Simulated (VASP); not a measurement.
Wanted: the native input for a VASP 6.6.1 run.

* Task: single point
* Functional: PBEsol
* Potentials or basis: VASP PAW PBE potentials, release 64 (Sb, Mn_pv)
* Cutoff: 520 eV
* k mesh: 7 × 7 × 5
* Occupations: fermi-dirac, width 0.05 eV
* Spin: collinear spin, ferromagnetic start
* Starting moments: [0.0, 0.0, 4.0, 4.0] μB
* Dipole correction: no
* Further INCAR settings: ALGO = Normal; EDIFF = 1e-06; NBANDS = 30

The structure of MnSb lies in POSCAR:

```
MnSb
1.0
    4.1221468118      0.0000000000      0.0000000000
   -2.0610734059      3.5698838571      0.0000000000
    0.0000000000      0.0000000000      5.7412068848
Sb Mn
2 2
Direct
    0.6666666667      0.3333333333      0.7500000000
    0.3333333333      0.6666666667      0.2500000000
    0.0000000000      0.0000000000      0.5000000000
    0.0000000000      0.0000000000      0.0000000000
```

These files were run (other wordings do the same):

INCAR

```
SYSTEM = MnSb
PREC = Accurate
ENCUT = 520
EDIFF = 1E-6
ISMEAR = -1
SIGMA = 0.05
LREAL = .False.
LASPH = .True.
NELM = 150
ALGO = Normal
ISIF = 2
LWAVE = .False.
LCHARG = .True.
ISPIN = 2
MAGMOM = 0 0 4 4
LORBIT = 11
LMAXMIX = 4
GGA = PS
LELF = .True.
LVHAR = .True.
NBANDS = 30
```

KPOINTS

```
Automatic mesh
0
Gamma
  7 7 5
  0 0 0
```

Potentials or basis: VASP PAW PBE potentials, release 64 (Sb, Mn_pv).

The run is started by

```sh
$ cat potpaw_PBE.64/Sb/POTCAR potpaw_PBE.64/Mn_pv/POTCAR > POTCAR
$ mpirun -np 1 vasp_std > vasp.out
```

It gave:

```yaml
Pressure: -6.3 GPa
Net_moment: 6.57 μB per cell
Site_moments: Sb -0.12; Mn +3.32 μB
Valence_electrons_inside_the_program's_atomic_spheres: Sb 2.45; Mn 11.54
```

Caveat: the cell stands under tension; the PAW data sets were made with another functional, which shifts forces and pressure a little; the run started ferromagnetic, and an antiferromagnetic order may lie lower in energy.

Run time: 76 s on 1 thread of AMD EPYC 9R45 96-Core Processor (Zen 5), on a shared host, peak memory 0.26 GiB.
